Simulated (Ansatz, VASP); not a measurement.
# Two plane-wave programs on SrO

File POSCAR:

```
SrO
1.0
    0.0449715000      2.5698000000      2.5698000000
    2.6147715000      0.0000000000      2.6147715000
    2.5698000000      2.5698000000      0.0449715000
Sr O
1 1
Direct
    0.0000000000      0.0000000000      0.0000000000
    0.5000000000      0.5000000000      0.5000000000
```

The input INCAR.step1:

```
SYSTEM = SrO
ALGO     = Normal         ! electronic algorithm
EDIFF    = 1E-4           ! SCF threshold, eV
ENCUT    = 520            ! plane-wave cutoff, eV
GGA      = PE             ! functional
ISMEAR   = 0              ! smearing method
LASPH    = .TRUE.         ! aspherical terms in the spheres
LCHARG   = .FALSE.        ! write CHGCAR
LREAL    = .FALSE.        ! projectors in reciprocal space
LWAVE    = .TRUE.         ! write WAVECAR
NBANDS   = 15             ! bands
NELM     = 60             ! most SCF steps
PREC     = Accurate       ! precision mode
SIGMA    = 0.05           ! smearing width, eV
```

INCAR.step2

```
SYSTEM = SrO
ALGO     = Normal         ! electronic algorithm
EDIFF    = 1E-7           ! SCF threshold, eV
ENCUT    = 520            ! plane-wave cutoff, eV
ISIF     = 2              ! what is computed and relaxed
ISMEAR   = 0              ! smearing method
ISTART   = 1            
LASPH    = .TRUE.         ! aspherical terms in the spheres
LCHARG   = .FALSE.        ! write CHGCAR
LMIXTAU  = .TRUE.       
LREAL    = .FALSE.        ! projectors in reciprocal space
LWAVE    = .FALSE.        ! write WAVECAR
METAGGA  = R2SCAN         ! meta-GGA
NBANDS   = 15             ! bands
NELM     = 60             ! most SCF steps
PREC     = Accurate       ! precision mode
SIGMA    = 0.05           ! smearing width, eV
```

KPOINTS

```
k-points
0
G
  8 8 8
  0 0 0
```

Input for Ansatz:

```yaml
crystal:
  lattice:
    - [0.0449715, 2.5698, 2.5698]
    - [2.6147715, 0.0, 2.6147715]
    - [2.5698, 2.5698, 0.0449715]
  atoms:
    - { symbol: Sr, position: [0.0, 0.0, 0.0] }
    - { symbol: O, position: [0.5, 0.5, 0.5] }
basis:
  ecutwfc: 500
kpoints:
  mp_grid: { grid: [8, 8, 8] }
hamiltonian:
  xc: r2scan
scf:
  occupations: { method: gaussian, width: 0.05 }
output:
  forces: true
  stress: true
  eigenvalues: true
```

Change from the starting cell: strain +0.0350 x Voigt [0, 0, 0, 0, 1, 0], atoms carried along.

Alike in both runs: task single point; functional r2SCAN; k mesh 8 × 8 × 8; occupations gaussian, width 0.05 eV; no spin polarisation.

|  | VASP | Ansatz |
| --- | --- | --- |
| version | VASP 6.6.1 | Ansatz 0.2.0 |
| potentials or method | VASP PAW PBE potentials, release 64 (Sr_sv, O), cutoff 520 eV | scalar-relativistic, plane waves, PAW |
| valence electrons in the cell | 16 | 16 |

Ansatz gave:

| Item | Value |
| --- | --- |
| gap on the k mesh at the Fermi level (eV) | 3.75 |
| least direct gap on the mesh (eV) | 3.82 |
| pressure (GPa) | 1.1 |
| traceless stress, the component that is largest in VASP (GPa) | -1.94 |

Problem. Which values does VASP return?

Solution. gap on the k mesh at the Fermi level (eV): 3.70; least direct gap on the mesh (eV): 3.78; pressure (GPa): 1.7; traceless stress, the component that is largest in VASP (GPa): -1.93.

VASP's potentials were made for PBE, not for r2SCAN.
